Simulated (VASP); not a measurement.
## AgAs: single point with PBE

The system is AgAs.

```
CELL_PARAMETERS angstrom
4.99138 0.00000 0.00000
0.00000 2.96079 0.00000
0.00000 0.00000 5.17270
ATOMIC_POSITIONS crystal
Ag 0.25000 0.00000 0.83523
Ag 0.75000 0.00000 0.16477
As 0.75000 0.50000 0.66565
As 0.20993 0.50000 0.33436
```

| Quantity | Value |
| --- | --- |
| Program | VASP 6.6.1 |
| Task | single point |
| Functional | PBE |
| Potentials or basis | VASP PAW PBE potentials, release 64 (Ag, As) |
| Cutoff | 520 eV |
| k mesh | 4 × 7 × 4 |
| Occupations | fermi-dirac, width 0.1 eV |
| Spin | no spin polarisation |
| Dipole correction | no |
| Further INCAR settings | ALGO = Normal; EDIFF = 1e-06; NBANDS = 24 |

- Pressure: -0.3 GPa
- Largest force: 0.364 eV/Å
- Band gap on the k mesh: zero (bands 16 and 17 overlap by 2.13 eV)

Forces on the atoms (eV/Å):
```
Ag   0.031  0.000  0.101
Ag  -0.223  0.000 -0.167
As  -0.150  0.000  0.193
As   0.342  0.000 -0.126
```

Stress tensor (GPa, compression positive):
```
 0.85  0.00 -0.25
 0.00 -2.39  0.00
-0.25  0.00  0.59
```

Levels at points of the mesh, in eV from the Fermi level:
```csv
k point,band 12,band 13,band 14,band 15,band 16,band 17,band 18,band 19,band 20,band 21
"(0.00, 0.00, 0.00)",-4.04,-3.89,-3.55,-2.67,0.35,0.47,1.46,2.75,4.50,4.72
"(0.50, 0.00, 0.00)",-3.95,-3.82,-3.73,-2.04,-1.95,3.06,3.51,3.73,3.98,6.82
"(0.00, 0.00, 0.50)",-4.07,-3.90,-2.20,-1.97,-1.33,3.39,3.56,3.63,4.35,5.86
"(0.50, 0.00, 0.50)",-3.94,-3.91,-3.80,0.94,1.25,3.15,3.87,4.20,4.25,6.38
```

Wall time 87 s on 1 thread of Intel Xeon 8259CL (shared host), peak memory 0.22 GiB.
